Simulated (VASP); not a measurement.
A run of VASP 6.6.1 is set up as follows.

The input INCAR:

```
SYSTEM = C
  ALGO = Normal
  EDIFF = 1E-6
  ENCUT = 520
  GGA = PE
  ISIF = 2
  ISMEAR = 0
  IVDW = 12
  LASPH = .TRUE.
  LCHARG = .FALSE.
  LREAL = .FALSE.
  LWAVE = .FALSE.
  NBANDS = 16
  NELM = 100
  PREC = Accurate
  SIGMA = 0.1
```

The input KPOINTS:

```
k-points
0
G
  18 18 2
  0 0 0
```

POSCAR

```
C
1.0
    2.4652678572      0.0000000000      0.0000000000
   -1.2326339286      2.1349845914      0.0000000000
    0.0000000000      0.0000000000     23.9222936129
C
4
Direct
    0.0000000000      0.0000000000      0.5711557747
    0.0000000000      0.0000000000      0.4288442253
    0.3333333333      0.6666666667      0.4288237762
    0.6666666667      0.3333333333      0.5711762238
```

Potentials or basis: VASP PAW PBE potentials, release 64 (C).

The run is started by

```bash
$ cat potpaw_PBE.64/C/POTCAR > POTCAR
$ mpirun -np 1 vasp_std > vasp.out
```

(1) What does it give for the band gap on the k mesh?

(2) What does it give for the dispersion energy per atom?

Answers

(1) zero (filled and empty bands touch).

(2) -0.119 eV.
